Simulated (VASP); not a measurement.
# Sn: single point with PBE

Crystal: Sn.

```
Sn
1.0
    -2.97733    2.97901    1.60309
     2.97901   -2.97733    1.60309
     2.97707    2.97707   -1.60002
Sn
2
Direct
  0.00002 0.99998 0.00000
  0.74998 0.25002 0.50000
```

```yaml
Program: VASP 6.6.1
Task: single point
Functional: PBE
Potentials_or_basis: VASP PAW PBE potentials, release 64 (Sn_d)
Cutoff: 520 eV
k_mesh: 11 × 11 × 8
Occupations: fermi-dirac, width 0.1 eV
Spin: no spin polarisation
```

```
Pressure               : -0.1 GPa
Band gap on the k mesh : zero (band 14 reaches 8.76 eV, above the bottom of band 15 at 5.25 eV)
```

Levels at points of the mesh, in eV from the Fermi level:
```
           k point  band 11  band 12  band 13  band 14  band 15  band 16  band 17  band 18
(0.00, 0.00, 0.00)   -10.76    -3.85    -1.87    -1.87     3.04     5.93     5.93     6.74
(0.00, 0.00, 0.50)    -8.64    -8.64     0.58     0.58     1.43     1.43     6.03     6.03
```

Wall time 3.4 min on 1 thread of Intel Xeon 6975P-C (shared host), peak memory 0.39 GiB.

Caveat: spin-orbit coupling is left out, which moves the levels of the heavy elements.
